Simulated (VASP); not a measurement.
Write the native input for VASP 6.6.1 that does the following.

- Task: single point
- Functional: PBE
- Potentials or basis: VASP PAW PBE potentials, release 64 (Au)
- Cutoff: 520 eV
- k mesh: 11 × 11 × 6
- Occupations: fermi-dirac, width 0.05 eV
- Spin: no spin polarisation
- Dipole correction: no
- Further INCAR settings: ALGO = Fast; EDIFF = 1e-07; NBANDS = 18

The structure of Au lies in POSCAR:

```
Au
1.0
    1.4113099650     -2.5559330250      0.0000000000
    1.4113099650      2.5559330250      0.0000000000
    0.0000000000      0.0000000000      4.8931696100
Au
2
Direct
    0.3342500000      0.6523620000      0.2519250000
    0.6527590000      0.3125790000      0.7416850000
```

This cell differs from its parent crystal: atoms moved at random.

These files were run (other wordings do the same):

INCAR

```
PREC = Accurate
ENCUT = 520
EDIFF = 1E-7
ISMEAR = -1
SIGMA = 0.05
LREAL = False
LASPH = True
NELM = 80
ALGO = Fast
ISIF = 2
LWAVE = False
LCHARG = False
GGA = PE
NBANDS = 18
```

KPOINTS

```
Automatic mesh
0
Gamma
  11 11 6
```

Potentials or basis: VASP PAW PBE potentials, release 64 (Au).

The run is started by

```bash
$ cat potpaw_PBE.64/Au/POTCAR > POTCAR
$ mpirun -np 1 vasp_std > vasp.out
```

Results of the run:

The pressure is 3.1 GPa and the largest force is 0.314 eV/Å. The band gap on the k mesh is zero (bands 11 and 12 overlap by 6.15 eV).

Caveat: the cell differs from its parent crystal (atoms moved at random); the cell stands under pressure; spin-orbit coupling is left out, which moves the levels of the heavy elements.

Wall time 68 s on 1 thread of Intel(R) Xeon(R) 6975P-C (Granite Rapids), on a shared host, peak memory 0.3 GiB.
